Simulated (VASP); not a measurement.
**Ga8O11: single point with PBE**

Ga8O11:

```xyz
19
Lattice="12.2300 0.0000 0.0000 0.0000 3.0400 0.0000 -1.3737 0.0000 5.6350" Properties=species:S:1:pos:R:3 pbc="T T T"
Ga    0.0125    0.0198    4.4817
Ga    6.1077    1.4810    4.5082
Ga   10.8653    0.0401    1.1351
Ga    4.7510    1.5001    1.1390
Ga    3.2016    0.0419    3.8517
Ga    9.3665    1.5119    3.8294
Ga    7.6057    3.0195    1.7641
Ga    1.4516    1.5410    1.7541
O     1.9200    0.1081    0.5666
O     8.0044    1.5160    0.5540
O     8.9181    0.0137    5.1336
O     2.7850    1.5561    5.0954
O     5.6983    0.0660    1.4158
O     5.1171    0.0071    4.1914
O    -0.9585    1.5238    4.2158
O     9.5015    3.0117    2.5003
O     3.4281    1.5083    2.4364
O     1.3180    3.0179    3.2373
O     7.4633    1.5658    3.1530
```

```
Program             : VASP 6.6.1
Task                : single point
Functional          : PBE
Potentials or basis : VASP PAW PBE potentials, release 64 (Ga_d, O)
Cutoff              : 520 eV
k mesh              : 1 × 1 × 1
Occupations         : gaussian, width 0.01 eV
Spin                : no spin polarisation
```

The pressure is 20.6 GPa and the largest force is 3.260 eV/Å. The band gap on the k mesh is 2.68 eV.

Forces on the atoms (eV/Å):
```
Ga   1.026 -0.325  0.715
Ga   1.342  0.858 -1.000
Ga   1.407 -0.032  1.894
Ga  -1.760  1.932  0.046
Ga   0.411 -0.134  0.430
Ga  -1.076  0.019  0.915
Ga   0.065  0.210 -0.160
Ga   0.510  0.415  0.020
O    0.072 -0.538  0.531
O    0.245 -0.040  0.953
O   -0.303  0.031 -2.125
O   -0.281  0.048 -1.151
O    2.367 -2.157  0.610
O   -1.607 -0.813 -0.374
O   -2.084  0.393 -0.657
O   -0.723  0.225 -1.001
O   -1.826  0.169 -0.041
O    1.526 -0.007 -0.713
O    0.691 -0.255  1.108
```

Stress tensor (GPa, compression positive):
```
 8.69 -0.93 -1.76
-0.93 24.23 -0.11
-1.76 -0.11 28.84
```

Levels at points of the mesh, in eV from the valence-band top:
```csv
k point,band 81,band 82,band 83,band 84,band 85,band 86,band 87,band 88,band 89,band 90
"(0.00, 0.00, 0.00)",-0.33,-0.30,-0.23,-0.02,0.00,2.68,3.12,4.68,5.32,5.46
```

Wall time 42 s on 1 thread of Intel(R) Xeon(R) Platinum 8375C CPU @ 2.90GHz (Ice Lake), with other jobs on the host, peak memory 0.3 GiB.

Caveat: the k points lie up to 2.07 Å⁻¹ apart; forces of over 1 eV/Å act on the atoms, so gaps and moduli don't describe the material at rest. PBE gaps usually lie below the measured ones, often by a third to a half.
